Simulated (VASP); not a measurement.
# LiCl (Pm-3m) in VASP: settings compared, part 2 of 2

VASP 6.6.1. Earlier steps stand in the parts before.

### Step 3. Single point, LDA

Input file INCAR:

```
  ALGO = Normal
  EDIFF = 1E-7
  ENCUT = 520
  GGA = CA
  ISIF = 2
  ISMEAR = 0
  LASPH = T
  LCHARG = F
  LREAL = F
  LWAVE = F
  NBANDS = 12
  NELM = 80
  PREC = Accurate
  SIGMA = 0.01
```

Input file KPOINTS:

```
k-points
0
Gamma
  6 6 6
```

Input file POSCAR:

```
LiCl
1.0
    3.2711235777      0.0000000000      0.0000000000
    0.0000000000      3.2711235777      0.0000000000
    0.0000000000      0.0000000000      3.2711235777
Li Cl
1 1
Direct
    0.0000000000      0.0000000000      0.0000000000
    0.5000000000      0.5000000000      0.5000000000
```

Potentials or basis: VASP PAW LDA potentials, release 64 (Li_sv, Cl).

Launch:

```console
> cat potpaw_LDA.64/Li_sv/POTCAR potpaw_LDA.64/Cl/POTCAR > POTCAR
> mpirun -np 1 vasp_std > vasp.out
```

OUTCAR:

```text
EDIFF = 1E-7
   ENCUT = 520
   GGA = CA
   ISIF = 2
   ISMEAR = 0
   LASPH = T
   LREAL = F
   NELM = 80
   PREC = Accurate

 ion  position               nearest neighbor table
   1  0.000  0.000  0.000-
   2  0.500  0.500  0.500-

  LATTYP: Found a simple cubic cell.
 ALAT       =     3.2711235777

  Lattice vectors:

 A1 = (   3.2711235777,   0.0000000000,   0.0000000000)
 A2 = (   0.0000000000,   3.2711235777,   0.0000000000)
 A3 = (   0.0000000000,   0.0000000000,   3.2711235777)

Analysis of symmetry for initial positions (statically):
=====================================================================
 Subroutine PRICEL returns:
 Original cell was already a primitive cell.

 Routine SETGRP: Setting up the symmetry group for a
 simple cubic supercell.

 Subroutine GETGRP returns: Found 48 space group operations
 (whereof 48 operations were pure point group operations)
 out of a pool of 48 trial point group operations.

The static configuration has the point symmetry O_h .

Analysis of symmetry for dynamics (positions and initial velocities):
=====================================================================
 Subroutine PRICEL returns:
 Original cell was already a primitive cell.

 Routine SETGRP: Setting up the symmetry group for a
 simple cubic supercell.

 Subroutine GETGRP returns: Found 48 space group operations
 (whereof 48 operations were pure point group operations)
 out of a pool of 48 trial point group operations.

The dynamic configuration has the point symmetry O_h .

 Subroutine INISYM returns: Found 48 space group operations
 (whereof 48 operations are pure point group operations),
 and found     1 'primitive' translations

----------------------------------------------------------------------------------------

                                     Primitive cell

  volume of cell :      35.0018

  direct lattice vectors                    reciprocal lattice vectors
     3.271123578  0.000000000  0.000000000     0.305705357  0.000000000  0.000000000
     0.000000000  3.271123578  0.000000000     0.000000000  0.305705357  0.000000000
     0.000000000  0.000000000  3.271123578     0.000000000  0.000000000  0.305705357

  length of vectors
     3.271123578  3.271123578  3.271123578     0.305705357  0.305705357  0.305705357

  position of ions in fractional coordinates (direct lattice)
     0.000000000  0.000000000  0.000000000
     0.500000000  0.500000000  0.500000000

  ion indices of the primitive-cell ions
   primitive index   ion index
                 1           1
                 2           2

----------------------------------------------------------------------------------------

 KPOINTS: k-points

Automatic generation of k-mesh.
 Grid dimensions read from file:
 generate k-points for:    6    6    6

 Generating k-lattice:

  Cartesian coordinates                     Fractional coordinates (reciprocal lattice)
     0.050950893  0.000000000  0.000000000     0.166666667  0.000000000  0.000000000
     0.000000000  0.050950893  0.000000000     0.000000000  0.166666667  0.000000000
     0.000000000  0.000000000  0.050950893     0.000000000  0.000000000  0.166666667

  Length of vectors
     0.050950893  0.050950893  0.050950893

  Shift w.r.t. Gamma in fractional coordinates (k-lattice)
     0.000000000  0.000000000  0.000000000

 Subroutine IBZKPT returns following result:
 ===========================================

 Found     20 irreducible k-points:

 Following reciprocal coordinates:
            Coordinates               Weight
  0.000000  0.000000  0.000000      1.000000
  0.166667  0.000000  0.000000      6.000000
  0.333333  0.000000  0.000000      6.000000
  0.500000  0.000000  0.000000      3.000000
  0.166667  0.166667  0.000000     12.000000
  0.333333  0.166667  0.000000     24.000000
[... 12 lines left out ...]
  0.500000  0.500000  0.333333      6.000000
  0.500000  0.500000  0.500000      1.000000
   k-points           NKPTS =     20   k-points in BZ     NKDIM =     20   number of bands    NBANDS=     12
   number of dos      NEDOS =    301   number of ions     NIONS =      2
   total plane-waves  NPLWV =  13824
   dimension x,y,z NGX =    24 NGY =   24 NGZ =   24
   dimension x,y,z NGXF=    48 NGYF=   48 NGZF=   48
   ions per type =               1   1
   NGX,Y,Z   is equivalent  to a cutoff of  12.20, 12.20, 12.20 a.u.
   NGXF,Y,Z  is equivalent  to a cutoff of  24.39, 24.39, 24.39 a.u.
 SYSTEM =  unknown system
   PREC   = accura    normal or accurate (medium, high low for compatibility)
   ISTART =      0    job   : 0-new  1-cont  2-samecut
   ICHARG =      2    charge: 1-file 2-atom 10-const
   ISPIN  =      1    spin polarized calculation?
   LNONCOLLINEAR =      F non collinear calculations
   LSORBIT =      F    spin-orbit coupling
   LASPH  =      T    aspherical Exc in radial PAW
   ENCUT  =  520.0 eV  38.22 Ry    6.18 a.u.   6.08  6.08  6.08*2*pi/ulx,y,z
   NELM   =     80;   NELMIN=  2; NELMDL= -5     # of ELM steps
   EDIFF  = 0.1E-06   stopping-criterion for ELM
   LREAL  =      F    real-space projection
   EDIFFG = 0.1E-05   stopping-criterion for IOM
   NSW    =      0    number of steps for IOM
   IBRION =     -1    ionic relax: 0-MD 1-quasi-New 2-CG
   NFREE  =      0    steps in history (QN), initial steepest desc. (CG)
   ISIF   =      2    stress and relaxation
   ISYM   =      2    0-nonsym 1-usesym 2-fastsym
   POTIM  = 0.5000    time-step for ionic-motion
   TEBEG  =    0.0;   TEEND  =   0.0 temperature during run
   PSTRESS=    0.0 pullay stress
   NELECT =      10.0000    total number of electrons
   NUPDOWN=      -1.0000    fix difference up-down
   EMIN   =  10.00;   EMAX   =-10.00  energy-range for DOS
   EFERMI =   0.00;   METHOD = LEGACY
   ISMEAR =     0;   SIGMA  =   0.01  broadening in eV -4-tet -1-fermi 0-gaus
   EFERMI_NEDOS =   21; number of points for ismear=-14 and -15
   IALGO  =     38    algorithm
   IMIX   =      4    mixing-type and parameters
     AMIX     =   0.40;   BMIX     =  1.00
     AMIX_MAG =   1.60;   BMIX_MAG =  1.00
  volume/ion in A,a.u.               =      17.50       118.10
  Fermi-wavevector in a.u.,A,eV,Ry     =   1.078230  2.037558 15.817846  1.162579
  Thomas-Fermi vector in A             =   2.214163
   LORBIT       =      0    0 simple, 1 ext, 2 COOP (PROOUT), +10 PAW based schemes
   GGA     = CA    functional components
   LHFCALC =     F    Hartree Fock is set to
   AEXX    =    0.0000 exact exchange contribution
   IVDW    =     0    specifies the selected vdW correction
   LEPSILON=     F    determine dielectric tensor
   LRPA    =     F    only Hartree local field effects (RPA)
 non-spin polarized calculation
 Gauss-broadening in eV      SIGMA  =   0.01
  energy-cutoff  :      520.00
  volume of cell :       35.00
 maximum number of plane-waves:       968
   NGX = 13   NGY = 13   NGZ = 13

 number of electron      10.0000008 magnetization

 Free energy of the ion-electron system (eV)
  ---------------------------------------------------
  ext. energy  EPLUGINS =         0.00000000
  ---------------------------------------------------
  free energy    TOTEN  =        -7.50099073 eV

  energy without entropy =       -7.50099073  energy(sigma->0) =       -7.50099073

 E-fermi :   1.5828     XC(G=0):  -9.0099

 val. band max:        1.4320895138   @ k =   0.5000   0.5000   0.0000
 cond. band min:       5.5909031467   @ k =   0.0000   0.0000   0.0000
 fundamental gap:      4.1588136329
 Fermi energy:         1.5827746687

 k-point     1 :       0.0000    0.0000    0.0000
  band No.  band energies     occupation
      1     -42.8030      2.00000
      2     -12.7463      2.00000
      3       0.5913      2.00000
      4       0.5913      2.00000
      5       0.5913      2.00000
      6       5.5909      0.00000
      7       9.8789      0.00000
      8       9.8789      0.00000
      9      14.3165      0.00000
     10      14.3165      0.00000
     11      14.3165      0.00000
     12      18.4331      0.00000
[... 271 lines left out ...]
 k-point    20 :       0.5000    0.5000    0.5000
  band No.  band energies     occupation
      1     -42.7943      2.00000
      2     -11.2364      2.00000
      3      -1.0967      2.00000
      4      -1.0967      2.00000
      5      -1.0967      2.00000
      6       6.3292      0.00000
      7       6.3292      0.00000
      8       6.3292      0.00000
      9      13.2020      0.00000
     10      19.7195      0.00000
     11      19.7195      0.00000
     12      19.7195      0.00000

------------------------ aborting loop because EDIFF is reached ----------------------------------------

  FORCE on cell =-STRESS in cart. coord.  units (eV):
  Direction    XX          YY          ZZ          XY          YZ          ZX
  --------------------------------------------------------------------------------------
  -------------------------------------------------------------------------------------
  Total       -0.6440345     -0.6440345     -0.6440345     -0.0000000     -0.0000000      0.0000000
  in kB      -29.4800932    -29.4800932    -29.4800932     -0.0000000     -0.0000000      0.0000000
  external PRESSURE =     -29.4800932 kB  Pullay stress =       0.0000000 kB

 VOLUME and BASIS-vectors are now :
 -----------------------------------------------------------------------------
  energy-cutoff  :      520.00
  volume of cell :       35.00
      direct lattice vectors                 reciprocal lattice vectors
     3.271123578  0.000000000  0.000000000     0.305705357  0.000000000  0.000000000
     0.000000000  3.271123578  0.000000000     0.000000000  0.305705357  0.000000000
     0.000000000  0.000000000  3.271123578     0.000000000  0.000000000  0.305705357

 POSITION                                       TOTAL-FORCE (eV/Angst)
 -----------------------------------------------------------------------------------
      0.00000      0.00000      0.00000         0.000000      0.000000      0.000000
      1.63556      1.63556      1.63556         0.000000      0.000000      0.000000
 -----------------------------------------------------------------------------------
    total drift:                                0.000000     -0.000000     -0.000000

  FREE ENERGIE OF THE ION-ELECTRON SYSTEM (eV)
  ---------------------------------------------------
  free  energy   TOTEN  =        -7.5009907279 eV

  energy  without entropy=       -7.5009907279  energy(sigma->0) =       -7.50099073
```

OSZICAR:

```text
N       E                     dE             d eps       ncg     rms          rms(c)
DAV:   1     0.411190298858E+02    0.41119E+02   -0.40756E+03   480   0.763E+02
DAV:   2    -0.510089480802E+01   -0.46220E+02   -0.43942E+02   616   0.141E+02
DAV:   3    -0.758021092228E+01   -0.24793E+01   -0.24744E+01   620   0.342E+01
DAV:   4    -0.762768339456E+01   -0.47472E-01   -0.47464E-01   660   0.487E+00
DAV:   5    -0.762837426421E+01   -0.69087E-03   -0.69087E-03   648   0.520E-01    0.299E+00
DAV:   6    -0.751924685289E+01    0.10913E+00   -0.21925E-01   516   0.186E+00    0.197E+00
DAV:   7    -0.750274004833E+01    0.16507E-01   -0.57103E-02   724   0.105E+00    0.948E-01
DAV:   8    -0.750102911165E+01    0.17109E-02   -0.45532E-03   740   0.431E-01    0.182E-01
DAV:   9    -0.750098680417E+01    0.42307E-04   -0.22171E-04   560   0.979E-02    0.776E-02
DAV:  10    -0.750099117581E+01   -0.43716E-05   -0.36192E-05   636   0.325E-02    0.101E-02
DAV:  11    -0.750099076973E+01    0.40608E-06   -0.17467E-06   548   0.882E-03    0.221E-03
DAV:  12    -0.750099072786E+01    0.41869E-07   -0.16756E-07   592   0.236E-03
   1 F= -.75009907E+01 E0= -.75009907E+01  d E =-.191919-102
```

stdout:

```text
POSCAR found type information on POSCAR LiCl
 POSCAR found :  2 types and       2 ions
 scaLAPACK will be used
 LDA part: xc-table for (Slater(with rela. corr.)+CA(PZ))
 , standard interpolation
 POSCAR, INCAR and KPOINTS ok, starting setup
 FFT: planning ... GRIDC
 FFT: planning ... GRID_SOFT
 FFT: planning ... GRID
 WAVECAR not read
 entering main loop
```

Run time: 3.3 s. Hardware: 1 thread of Intel Xeon Platinum 8375C at 2.90GHz (Ice Lake), shared host; peak memory 0.12 GiB.

What came out:

- Free energy: -7.5010 eV
- Band gap on the k mesh: 4.16 eV, indirect (least direct gap 4.98 eV)

Levels at points of the mesh, in eV from the valence-band top:
```csv
k point,band 1,band 2,band 3,band 4,band 5,band 6,band 7,band 8,band 9,band 10
"(0.00, 0.00, 0.00)",-44.24,-14.18,-0.84,-0.84,-0.84,4.16,8.45,8.45,12.88,12.88
"(0.50, 0.00, 0.00)",-44.23,-13.65,-4.05,-0.35,-0.35,5.54,9.27,9.98,9.98,10.37
"(0.50, 0.50, 0.00)",-44.23,-13.12,-3.42,-3.42,0.00,4.98,9.52,9.52,10.42,13.24
"(0.50, 0.50, 0.50)",-44.23,-12.67,-2.53,-2.53,-2.53,4.90,4.90,4.90,11.77,18.29
```

Caveat: the cutoff is under 1.25 times the usual one of these potentials, so pressure, stress and relaxed cells hold a basis-set (Pulay) error.
